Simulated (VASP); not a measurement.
A run of VASP 6.6.1:

The input INCAR:

```
SYSTEM = Ge
PREC = Accurate
ENCUT = 520
EDIFF = 1E-7
ISMEAR = -1
SIGMA = 0.03
LREAL = .FALSE.
LASPH = .TRUE.
NELM = 100
ALGO = Normal
ISIF = 2
LWAVE = .FALSE.
LCHARG = .FALSE.
GGA = PE
NBANDS = 21
```

KPOINTS

```
Automatic mesh
0
G
  15 15 15
  0 0 0
```

Contents of POSCAR:

```
Ge
1.0
   -2.5287425297      2.6857467767      1.4558563658
    2.5287425297     -2.6857467767      1.4558563658
    2.5287425297      2.6857467767     -1.4558563658
Ge
2
Direct
    0.6859430000      0.9359430000      0.7500000000
    0.3140570000      0.0640570000      0.2500000000
```

Potentials or basis: VASP PAW PBE potentials, release 64 (Ge_d).

Launch:

```bash
$ cat potpaw_PBE.64/Ge_d/POTCAR > POTCAR
$ mpirun -np 1 vasp_std > vasp.out
```

Hardware: 1 thread of Intel(R) Xeon(R) 6975P-C (Granite Rapids) (shared host).

Question: Estimate the wall time of this run.

Answer: Wall time 5.2 min on 1 thread of Intel(R) Xeon(R) 6975P-C (Granite Rapids) (shared host), peak memory 0.43 GiB. Counts: scf iterations 12, k points 512.
